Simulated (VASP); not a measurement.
Set up this calculation in VASP 6.6.1, as the native input.

```
Task                   : relaxation of cell and atoms
Functional             : PBE
Potentials or basis    : VASP PAW PBE potentials, release 64 (Sr_sv, Mo_sv)
Cutoff                 : 600 eV
k mesh                 : 15 × 15 × 6
Occupations            : gaussian, width 0.1 eV
Spin                   : no spin polarisation
Dipole correction      : no
Further INCAR settings : ALGO = Normal; EDIFF = 1e-06; IBRION = 2; EDIFFG = -0.01; NSW = 100; ISIF = 3
```

The structure of Sr2Mo lies in POSCAR:

```
Sr2Mo
1.0
    3.5772018644      0.0000000000      0.0000000000
   -1.7886009322      3.0979476890      0.0000000000
    0.0000000000      0.0000000000      8.7833414368
Sr Mo
2 1
Direct
    0.6666666667      0.3333333333      0.7222976288
    0.3333333333      0.6666666667      0.2777023712
    0.0000000000      0.0000000000      0.0000000000
```

One way to write it, as run:

INCAR

```
  PREC = Accurate
  ENCUT = 600
  EDIFF = 1E-6
  ISMEAR = 0
  SIGMA = 0.1
  LREAL = False
  LASPH = True
  NELM = 100
  ALGO = Normal
  ISIF = 3
  LWAVE = False
  LCHARG = False
  GGA = PE
  IBRION = 2
  NSW = 100
  EDIFFG = -0.01
```

KPOINTS

```
regular mesh
0
Gamma
  15 15 6
```

Potentials or basis: VASP PAW PBE potentials, release 64 (Sr_sv, Mo_sv).

Command:

```sh
$ cat potpaw_PBE.64/Sr_sv/POTCAR potpaw_PBE.64/Mo_sv/POTCAR > POTCAR
$ mpirun -np 1 vasp_std > vasp.out
```

Results of the run:

The relaxed volume is 32.29 Å³/atom and the relaxed cell is a = 3.573 Å, b = 3.573 Å, c = 8.763 Å, α = 90.00°, β = 90.00°, γ = 120.00°. The space group after relaxing (to 0.05 Å) is P-3m1 (No. 164) and the energy gained by relaxing is 0.2 meV/atom. The ionic steps are 7, the pressure after relaxing is 0.0 GPa and the band gap on the k mesh is zero (band 17 reaches 3.94 eV, above the bottom of band 18 at 3.68 eV).

It took 16 min on 1 thread of Intel(R) Xeon(R) 6975P-C (Granite Rapids), with other jobs on the host, peak memory 0.52 GiB.
